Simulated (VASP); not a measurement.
# KCl (P1) in VASP: single point with PBEsol

Aim: the single point of KCl with PBEsol.

Program: VASP 6.6.1. These are calculated values, not measurements. Logs are shortened: lines on timing, memory, paths and dates and some standing lists are left out, and cuts for length are marked.

### Step 1. The cell of the first run

The typed cell holds 4 atoms: a = 4.413 Å, b = 4.413 Å, c = 7.644 Å, α = 73.22°, β = 73.22°, γ = 60.00°.

### Step 2. Single point, PBEsol (atoms displaced along a vibrational mode)

Contents of INCAR:

```
PREC = Accurate
ENCUT = 520
EDIFF = 1E-7
ISMEAR = 0
SIGMA = 0.05
LREAL = False
LASPH = True
NELM = 60
ALGO = Normal
ISIF = 2
LWAVE = False
LCHARG = False
GGA = PS
NBANDS = 24
```

Contents of KPOINTS:

```
Automatic mesh
0
Gamma
  6 6 6
```

Contents of POSCAR:

```
KCl
1.0
    0.0000000000     -3.1207041401     -3.1207041401
   -3.1207041401      0.0000000000     -3.1207041401
    3.1207041401      3.1207041401     -6.2414082803
K Cl
2 2
Direct
    0.5019641782      0.5161291089      0.4934919065
    0.0370843830      0.9708547041     -0.0065080935
    0.7284663983      0.7571778672      0.7571778672
    0.2284663983      0.2571778672      0.2571778672
```

Potentials or basis: VASP PAW PBE potentials, release 64 (K_sv, Cl).

Started as:

```
$ cat potpaw_PBE.64/K_sv/POTCAR potpaw_PBE.64/Cl/POTCAR > POTCAR
$ mpirun -np 1 vasp_std > vasp.out
```

OUTCAR:

```text
PREC = Accurate
   ENCUT = 520
   EDIFF = 1E-7
   ISMEAR = 0
   LREAL = False
   LASPH = True
   NELM = 60
   ISIF = 2
   GGA = PS

 ion  position               nearest neighbor table
   1  0.502  0.516  0.493-   4 3.01   4 3.05   3 3.11   4 3.14   3 3.19   3 3.24
   2  0.037  0.971  0.993-   3 2.90   4 3.06   3 3.11   4 3.15   3 3.20
   3  0.728  0.757  0.757-   2 2.90   1 3.11   2 3.11   1 3.19   2 3.20   1 3.24
   4  0.228  0.257  0.257-   1 3.01   1 3.05   2 3.06   1 3.14   2 3.15

  LATTYP: Found a trigonal (rhomboedric) cell.
 ALAT       =     7.6441327815
 COS(alpha) =     0.8333333333

  Lattice vectors:

 A1 = (   3.1207041401,   6.2414082802,  -3.1207041402)
 A2 = (   6.2414082802,   3.1207041401,  -3.1207041402)
 A3 = (   3.1207041401,   3.1207041401,  -6.2414082803)

Analysis of symmetry for initial positions (statically):
=====================================================================
 Subroutine PRICEL returns:
 Original cell was already a primitive cell.

 Routine SETGRP: Setting up the symmetry group for a
 trigonal (rhombohedral) supercell.

 Subroutine GETGRP returns: Found  1 space group operations
 (whereof  1 operations were pure point group operations)
 out of a pool of 12 trial point group operations.

The static configuration has the point symmetry C_1 .

Analysis of symmetry for dynamics (positions and initial velocities):
=====================================================================
 Subroutine PRICEL returns:
 Original cell was already a primitive cell.

 Routine SETGRP: Setting up the symmetry group for a
 trigonal (rhombohedral) supercell.

 Subroutine GETGRP returns: Found  1 space group operations
 (whereof  1 operations were pure point group operations)
 out of a pool of 12 trial point group operations.

The dynamic configuration has the point symmetry C_1 .

 Subroutine INISYM returns: Found  1 space group operations
 (whereof  1 operations are pure point group operations),
 and found     1 'primitive' translations

----------------------------------------------------------------------------------------

                                     Primitive cell

  volume of cell :     121.5676

  direct lattice vectors                    reciprocal lattice vectors
[... 88 lines left out ...]
   LASPH  =      T    aspherical Exc in radial PAW
   ENCUT  =  520.0 eV  38.22 Ry    6.18 a.u.   8.21  8.21 14.21*2*pi/ulx,y,z
   NELM   =     60;   NELMIN=  2; NELMDL= -5     # of ELM steps
   EDIFF  = 0.1E-06   stopping-criterion for ELM
   LREAL  =      F    real-space projection
   EDIFFG = 0.1E-05   stopping-criterion for IOM
   NSW    =      0    number of steps for IOM
   IBRION =     -1    ionic relax: 0-MD 1-quasi-New 2-CG
   NFREE  =      0    steps in history (QN), initial steepest desc. (CG)
   ISIF   =      2    stress and relaxation
   ISYM   =      2    0-nonsym 1-usesym 2-fastsym
   POTIM  = 0.5000    time-step for ionic-motion
   TEBEG  =    0.0;   TEEND  =   0.0 temperature during run
   PSTRESS=    0.0 pullay stress
   NELECT =      32.0000    total number of electrons
   NUPDOWN=      -1.0000    fix difference up-down
   EMIN   =  10.00;   EMAX   =-10.00  energy-range for DOS
   EFERMI =   0.00;   METHOD = LEGACY
   ISMEAR =     0;   SIGMA  =   0.05  broadening in eV -4-tet -1-fermi 0-gaus
   EFERMI_NEDOS =   21; number of points for ismear=-14 and -15
   IALGO  =     38    algorithm
   IMIX   =      4    mixing-type and parameters
     AMIX     =   0.40;   BMIX     =  1.00
     AMIX_MAG =   1.60;   BMIX_MAG =  1.00
  volume/ion in A,a.u.               =      30.39       205.09
  Fermi-wavevector in a.u.,A,eV,Ry     =   1.049185  1.982673 14.977157  1.100790
  Thomas-Fermi vector in A             =   2.184138
   LORBIT       =      0    0 simple, 1 ext, 2 COOP (PROOUT), +10 PAW based schemes
   GGA     = PS    functional components
   LHFCALC =     F    Hartree Fock is set to
   AEXX    =    0.0000 exact exchange contribution
   IVDW    =     0    specifies the selected vdW correction
   LEPSILON=     F    determine dielectric tensor
   LRPA    =     F    only Hartree local field effects (RPA)
 non-spin polarized calculation
 Gauss-broadening in eV      SIGMA  =   0.05
  energy-cutoff  :      520.00
  volume of cell :      121.57
 maximum number of plane-waves:      3292
 NGX is ok and might be reduce to    36
   NGX = 17   NGY = 17   NGZ = 29

 number of electron      32.0000001 magnetization

 Free energy of the ion-electron system (eV)
  ---------------------------------------------------
  ext. energy  EPLUGINS =         0.00000000
  ---------------------------------------------------
  free energy    TOTEN  =       -13.99179098 eV

  energy without entropy =      -13.99179098  energy(sigma->0) =      -13.99179098

 E-fermi :  -1.6100     XC(G=0):  -7.8204

 val. band max:       -1.8192952554   @ k =   0.0000   0.0000   0.0000
 cond. band min:       3.2914961892   @ k =   0.0000   0.0000   0.0000
 fundamental gap:      5.1107914446
 Fermi energy:        -1.6099814003

 k-point     1 :       0.0000    0.0000    0.0000
  band No.  band energies     occupation
      1     -28.7841      2.00000
      2     -28.7656      2.00000
      3     -14.1372      2.00000
      4     -13.9429      2.00000
      5     -12.3261      2.00000
      6     -12.3225      2.00000
[... 637 lines left out ...]
     23       8.3023      0.00000
     24       8.8860      0.00000

 [... further k-points ...]

------------------------ aborting loop because EDIFF is reached ----------------------------------------

  FORCE on cell =-STRESS in cart. coord.  units (eV):
  Direction    XX          YY          ZZ          XY          YZ          ZX
  --------------------------------------------------------------------------------------
  -------------------------------------------------------------------------------------
  Total        0.1017519      0.7031549      0.0106583      0.0237225      0.0008529     -0.0084142
  in kB        1.3410205      9.2670992      0.1404692      0.3126459      0.0112406     -0.1108938
  external PRESSURE =       3.5828630 kB  Pullay stress =       0.0000000 kB

 VOLUME and BASIS-vectors are now :
 -----------------------------------------------------------------------------
  energy-cutoff  :      520.00
  volume of cell :      121.57
      direct lattice vectors                 reciprocal lattice vectors
     0.000000000 -3.120704140 -3.120704140     0.080110125 -0.240330376 -0.080110125
    -3.120704140  0.000000000 -3.120704140    -0.240330376  0.080110125 -0.080110125
     3.120704140  3.120704140 -6.241408280     0.080110125  0.080110125 -0.080110125

 POSITION                                       TOTAL-FORCE (eV/Angst)
 -----------------------------------------------------------------------------------
     -0.07064     -0.02644     -6.25725         0.103820      0.154635      0.022984
      0.07064      2.98466     -9.34627        -0.097189      0.364884     -0.021478
      0.00000      0.08960     -9.36211        -0.004356     -0.335208     -0.005960
      0.00000      0.08960     -3.12070        -0.002275     -0.184311      0.004454
 -----------------------------------------------------------------------------------
    total drift:                               -0.000051     -0.000291      0.000036

  FREE ENERGIE OF THE ION-ELECTRON SYSTEM (eV)
  ---------------------------------------------------
  free  energy   TOTEN  =       -13.9917909849 eV

  energy  without entropy=      -13.9917909848  energy(sigma->0) =      -13.99179098
```

Wall time 9.7 min (1 thread of Intel Xeon 8259CL, shared host); peak memory 0.44 GiB.

What came out:

```
Free energy            : -13.9918 eV
Pressure               : 0.4 GPa
Largest force          : 0.378 eV/Å
Band gap on the k mesh : 5.11 eV
```

Forces on the atoms (eV/Å):
```
K    0.104  0.155  0.023
K   -0.097  0.365 -0.021
Cl  -0.004 -0.335 -0.006
Cl  -0.002 -0.184  0.004
```

Stress tensor (GPa, compression positive):
```
 0.13  0.03 -0.01
 0.03  0.93  0.00
-0.01  0.00  0.01
```

Caveat: the cell differs from its parent crystal (atoms displaced along a vibrational mode); the PAW data sets were made with another functional, which shifts forces and pressure a little. A k mesh can miss the band edges.
